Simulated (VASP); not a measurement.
**PdPt2: single point with PBE**

PdPt2:

```
CELL_PARAMETERS angstrom
4.50703 0.00000 0.00000
-2.25352 3.90320 0.00000
0.00000 0.00000 2.71593
ATOMIC_POSITIONS crystal
Pd 0.00000 0.00000 0.00000
Pt 0.33333 0.66667 0.50000
Pt 0.66667 0.33333 0.50000
```

* Program: VASP 6.6.1
* Task: single point
* Functional: PBE
* Potentials or basis: VASP PAW PBE potentials, release 64 (Pd, Pt)
* Cutoff: 520 eV
* k mesh: 12 × 12 × 16
* Occupations: gaussian, width 0.1 eV
* Spin: no spin polarisation
* Dipole correction: no
* Further INCAR settings: ALGO = Fast; EDIFF = 1e-06; NBANDS = 22

```yaml
Pressure: -0.5 GPa
Band_gap_on_the_k_mesh: zero (band 15 reaches 10.84 eV, above the bottom of band 16 at 9.32 eV)
```

Levels at points of the mesh, in eV from the Fermi level:
| k point | band 13 | band 14 | band 15 | band 16 | band 17 | band 18 |
| --- | --- | --- | --- | --- | --- | --- |
| (0.00, 0.00, 0.00) | -1.61 | -1.61 | 0.27 | 0.27 | 6.31 | 6.60 |
| (0.50, 0.00, 0.00) | -0.37 | -0.32 | -0.17 | -0.04 | 0.30 | 0.58 |
| (0.00, 0.00, 0.50) | -0.16 | -0.16 | 1.23 | 1.79 | 2.86 | 8.16 |
| (0.50, 0.00, 0.50) | -0.42 | -0.03 | 0.76 | 2.35 | 2.95 | 5.21 |

Wall time 100 s on 1 thread of Intel(R) Xeon(R) Platinum 8488C (Sapphire Rapids) (shared host), peak memory 0.3 GiB.

Caveat: spin-orbit coupling is left out, which moves the levels of the heavy elements.
